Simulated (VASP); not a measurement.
Crystal: KRu.

```
CELL_PARAMETERS angstrom
4.34116 0.00000 0.00000
0.00000 4.34116 0.00000
0.00000 0.00000 5.48544
ATOMIC_POSITIONS crystal
K 0.00000 0.50000 0.23510
K 0.50000 0.00000 0.76490
Ru 0.00000 0.00000 0.00000
Ru 0.50000 0.50000 0.00000
```

* Program: VASP 6.6.1
* Task: relaxation of cell and atoms
* Functional: PBE
* Potentials or basis: VASP PAW PBE potentials, release 64 (K_sv, Ru_pv)
* Cutoff: 600 eV
* k mesh: 4 × 4 × 4
* Occupations: gaussian, width 0.1 eV
* Spin: no spin polarisation

At the start: pressure 10.1 GPa; volume 25.84 Å³/atom.

How do energy, volume and symmetry change on relaxing?

Over 23 steps the energy falls by 1969.1 meV/atom and the volume is 28.63 Å³/atom (+10.8 %); space group P4/nmm (No. 129, to 0.1 Å) before and after.

Step by step:
```tsv
step	energy change (eV)	largest force (eV/Å)	pressure (GPa)	volume (Å³)
1	0.0000	3.7871	10.14	103.38
2	-1.9469	2.1189	-0.12	129.78
3	-2.2464	1.1459	-3.33	149.51
4	-3.5564	0.6077	-5.56	145.66
5	-6.0958	1.7609	-5.95	124.55
6	-4.4224	2.4636	27.52	89.77
7	-6.5782	2.0781	-0.74	111.89
8	-6.5869	2.1129	0.01	110.74
9	-7.1494	1.5840	0.72	109.17
10	-7.7258	0.2711	4.09	105.85
11	-7.6050	0.1993	-5.75	127.82
12	-7.8446	0.1965	-0.73	114.55
13	-7.8448	0.1976	-0.57	114.21
14	-7.8615	0.1487	-0.62	115.60
15	-7.8679	0.1608	-0.58	115.15
16	-7.8677	0.0406	1.14	112.41
17	-7.8720	0.1025	0.23	113.78
18	-7.8742	0.0502	0.09	114.05
19	-7.8742	0.0543	0.10	114.03
20	-7.8756	0.0394	-0.15	114.62
21	-7.8757	0.0348	-0.21	114.82
22	-7.8758	0.0001	0.24	114.24
23	-7.8762	0.0165	0.03	114.51
```

Final structure:
```
K Ru
1.0
     3.49270    0.00000    0.00000
     0.00000    3.49270    0.00000
     0.00000    0.00000    9.38714
K Ru
2 2
Direct
  0.00000 0.50000 0.30427
  0.50000 0.00000 0.69573
  0.00000 0.00000 0.00000
  0.50000 0.50000 0.00000
```

Caveat: the k points lie up to 0.45 Å⁻¹ apart in the final cell, too coarse for converged energies and pressures of a metal; a cell axis changed by over 15 % at a fixed basis, so the end point is rough.
